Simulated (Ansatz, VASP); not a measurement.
# Two plane-wave programs on Na

```xyz
1
Lattice="7.0233 0.0000 0.0000 0.0000 7.0233 0.0000 0.0000 0.0000 7.0233" Properties=species:S:1:pos:R:3 pbc="T T T"
Na    0.0000    0.0000    0.0000
```

Alike in both runs: task single point; functional LDA; k mesh 8 × 8 × 8; occupations gaussian, width 0.15 eV; no spin polarisation.

|  | VASP | Ansatz |
| --- | --- | --- |
| version | VASP 6.6.1 | Ansatz 0.2.0 |
| potentials or method | VASP PAW LDA potentials, release 64 (Na_pv), cutoff 520 eV | scalar-relativistic, plane waves, PAW |
| valence electrons in the cell | 7 | 9 |

```csv
,VASP,Ansatz,Ansatz less VASP
gap on the k mesh at the Fermi level (eV),none,none,-
pressure (GPa),-0.1,-0.1,0.00
```

LDA's correlation is that of Perdew and Zunger in VASP and of Perdew and Wang (1992) in Ansatz. A gap of «none» marks a metal or a gap that the smearing closes. VASP's potentials hold 7 valence electrons a cell and Ansatz's 9, so a difference there can come from the potentials and not from the codes.
